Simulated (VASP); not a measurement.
# Si (P-1) in VASP: further runs, part 2 of 2

VASP 6.6.1. The steps go on from the part before.

**3. Electric field gradients, LDA (equal xy, yz and zx shear strains of +2 %)**

INCAR reads:

```
SYSTEM = Si
ALGO = Normal
EDIFF = 1E-8
ENCUT = 520
GGA = CA
ISIF = 2
ISMEAR = -1
LASPH = .True.
LCHARG = .False.
LEFG = .True.
LREAL = .False.
LWAVE = .False.
NBANDS = 11
NELM = 100
PREC = Accurate
SIGMA = 0.05
```

KPOINTS reads:

```
k-points
0
Gamma
  16 16 16
  0 0 0
```

POSCAR reads:

```
Si
1.0
   -2.2145650000      2.3587400000      1.2761750000
    2.2400650000     -2.3332400000      1.2738250000
    2.2619350000      2.3782600000     -1.2288050000
Si
2
Direct
    0.8070000000      0.5570000000      0.2500000000
    0.1930000000      0.4430000000      0.7500000000
```

Potentials or basis: VASP PAW LDA potentials, release 64 (Si).

The run is started by

```console
> cat potpaw_LDA.64/Si/POTCAR > POTCAR
> mpirun -np 1 vasp_std > vasp.out
```

OUTCAR:

```text
SYSTEM = Si
   EDIFF = 1E-8
   ENCUT = 520
   GGA = CA
   ISIF = 2
   ISMEAR = -1
   LASPH = .True.
   LREAL = .False.
   NELM = 100
   PREC = Accurate

 ion  position               nearest neighbor table
   1  0.807  0.557  0.250-   2 2.38   2 2.39   2 2.44   2 2.48   2 2.72   2 2.77
   2  0.193  0.443  0.750-   1 2.38   1 2.39   1 2.44   1 2.48   1 2.72   1 2.77

  LATTYP: Found a triclinic cell.
 ALAT       =     2.5502549873
 B/A-ratio  =     1.9651402143
 C/A-ratio  =     2.0464393826
 COS(alpha) =     0.0071169321
 COS(beta)  =     0.5059906811
 COS(gamma) =     0.7637755211

  Lattice vectors:

 A1 = (  -0.0255000000,  -0.0255000000,  -2.5500000000)
 A2 = (   2.1890650000,  -2.3842400000,  -3.8261750000)
 A3 = (  -4.5275000000,  -0.0705200000,  -2.5950200000)

Analysis of symmetry for initial positions (statically):
=====================================================================
 Subroutine PRICEL returns:
 Original cell was already a primitive cell.

 Routine SETGRP: Setting up the symmetry group for a
 triclinic supercell.

 Subroutine GETGRP returns: Found  2 space group operations
 (whereof  2 operations were pure point group operations)
 out of a pool of  2 trial point group operations.

The static configuration has the point symmetry S_2 .

Analysis of symmetry for dynamics (positions and initial velocities):
=====================================================================
 Subroutine PRICEL returns:
 Original cell was already a primitive cell.

 Routine SETGRP: Setting up the symmetry group for a
 triclinic supercell.

 Subroutine GETGRP returns: Found  2 space group operations
 (whereof  2 operations were pure point group operations)
[... 168 lines left out ...]
     10      21.3821      0.00000
     11      22.5507      0.00000
[... 309 lines left out ...]
 k-point    24 :      -0.1250    0.0625    0.0000
  band No.  band energies     occupation
      1      -3.8778      2.00000
      2       6.7681      2.00000
      3       7.7477      2.00000
      4       9.9977      2.00000
      5      12.9045      0.00000
      6      16.6349      0.00000
      7      18.5901      0.00000
      8      20.1740      0.00000
      9      20.4078      0.00000
     10      21.7679      0.00000
     11      23.2258      0.00000

 [... further k-points ...]
[... 5 lines left out ...]
  --------------------------------------------------------------------------------------
  -------------------------------------------------------------------------------------
  Total        1.6881809      2.1734194      1.7207218     -0.2493558     -0.2416974     -0.1190350
  in kB       99.5038617    128.1045318    101.4218701    -14.6973971    -14.2460024     -7.0160967
  external PRESSURE =     109.6767545 kB  Pullay stress =       0.0000000 kB

 VOLUME and BASIS-vectors are now :
 -----------------------------------------------------------------------------
  energy-cutoff  :      520.00
  volume of cell :       27.18
      direct lattice vectors                 reciprocal lattice vectors
    -2.214565000  2.358740000  1.276175000    -0.005974064  0.207262375  0.390143980
     2.240065000 -2.333240000  1.273825000     0.218283984 -0.006083188  0.390034855
     2.261935000  2.378260000 -1.228805000     0.220076941  0.208946207 -0.004290231

 POSITION                                       TOTAL-FORCE (eV/Angst)
 -----------------------------------------------------------------------------------
      0.02605      1.19845      1.43219         0.058042     -0.020495      0.012267
      2.26139      1.20531     -0.11100        -0.058042      0.020495     -0.012267
 -----------------------------------------------------------------------------------
    total drift:                                0.000000     -0.000000     -0.000000

  FREE ENERGIE OF THE ION-ELECTRON SYSTEM (eV)
  ---------------------------------------------------
  free  energy   TOTEN  =       -11.4114108144 eV

  energy  without entropy=      -11.4051404367  energy(sigma->0) =      -11.40827563

 Electric field gradients (V/A^2)
---------------------------------------------------------------------
 ion       V_xx      V_yy      V_zz      V_xy      V_xz      V_yz
---------------------------------------------------------------------
   1      10.183   -26.829    16.646    -0.018     1.953     0.179
   2      10.183   -26.829    16.646    -0.018     1.953     0.179
---------------------------------------------------------------------

 Electric field gradients after diagonalization (V/A^2)
 (convention: |V_zz| > |V_xx| > |V_yy|)
----------------------------------------------------------------------
 ion       V_xx      V_yy      V_zz     asymmetry (V_yy - V_xx)/ V_zz
----------------------------------------------------------------------
   1      17.191     9.639   -26.830       0.281
   2      17.191     9.639   -26.830       0.281
----------------------------------------------------------------------

           NMR quadrupolar parameters

 Cq : quadrupolar parameter    Cq=e*Q*V_zz/h
 eta: asymmetry parameters     (V_yy - V_xx)/ V_zz
 Q  : nuclear electric quadrupole moment in mb (millibarn)
----------------------------------------------------------------------
 ion       Cq(MHz)       eta       Q (mb)
----------------------------------------------------------------------
   1      -0.065       0.281       1.000
   2      -0.065       0.281       1.000
----------------------------------------------------------------------
```

stdout:

```text
POSCAR found type information on POSCAR Si
 POSCAR found :  1 types and       2 ions
 scaLAPACK will be used
 LDA part: xc-table for (Slater(with rela. corr.)+CA(PZ))
 , standard interpolation
 POSCAR, INCAR and KPOINTS ok, starting setup
 FFT: planning ... GRIDC
 FFT: planning ... GRID_SOFT
 FFT: planning ... GRID
 WAVECAR not read
 entering main loop
ion   1
     0.0000353     0.0495057     0.0286380    -0.8524776    -0.1491719    -1.0636668
     0.0000487     0.0495057     0.0286380    -0.8524776    -0.1491719    -1.0636668
     0.0000670     0.0495057     0.0286380    -0.8524776    -0.1491719    -1.0636668
     0.0000923     0.0495057     0.0286380    -0.8524776    -0.1491719    -1.0636668

     0.0000353    -0.0421015    -0.2280112   -12.8987874    -1.7936368   -16.5072479
     0.0000487    -0.0421014    -0.2280108   -12.8987737    -1.7936349   -16.5072302
     0.0000670    -0.0421012    -0.2280103   -12.8987507    -1.7936318   -16.5072008
     0.0000923    -0.0421008    -0.2280095   -12.8987127    -1.7936266   -16.5071521

ion   2
     0.0000353     0.0495057     0.0286380    -0.8524776    -0.1491719    -1.0636668
     0.0000487     0.0495057     0.0286380    -0.8524776    -0.1491719    -1.0636668
     0.0000670     0.0495057     0.0286380    -0.8524776    -0.1491719    -1.0636668
     0.0000923     0.0495057     0.0286380    -0.8524776    -0.1491719    -1.0636668

     0.0000353    -0.0421015    -0.2280112   -12.8987874    -1.7936368   -16.5072479
     0.0000487    -0.0421014    -0.2280108   -12.8987737    -1.7936349   -16.5072302
     0.0000670    -0.0421012    -0.2280103   -12.8987507    -1.7936318   -16.5072008
     0.0000923    -0.0421008    -0.2280095   -12.8987127    -1.7936266   -16.5071521
```

It took 14 min on 1 thread of Intel Xeon 8259CL, shared host; peak memory 0.55 GiB.

Results:

- Free energy: -11.4114 eV
- Pressure: 11.0 GPa
- Largest force: 0.063 eV/Å
- Band gap on the k mesh: zero (bands 4 and 5 overlap by 7.46 eV)
- Largest electric field gradient by atom: Si -26.8 V/Å²

Forces in eV/Å, atoms in the order of the input:
```
Si   0.058 -0.020  0.012
Si  -0.058  0.020 -0.012
```

Electric field gradients, principal values (V/Å²):
| atom | least | middle | greatest (by size) |
| --- | --- | --- | --- |
| 1 Si | 9.639 | 17.191 | -26.830 |
| 2 Si | 9.639 | 17.191 | -26.830 |

Caveat: the cell differs from its parent crystal (equal xy, yz and zx shear strains of +2 %); the cell stands under pressure; without QUAD_EFG the Cq values of the log hold for a quadrupole moment of 1 mb, not for the nuclei.
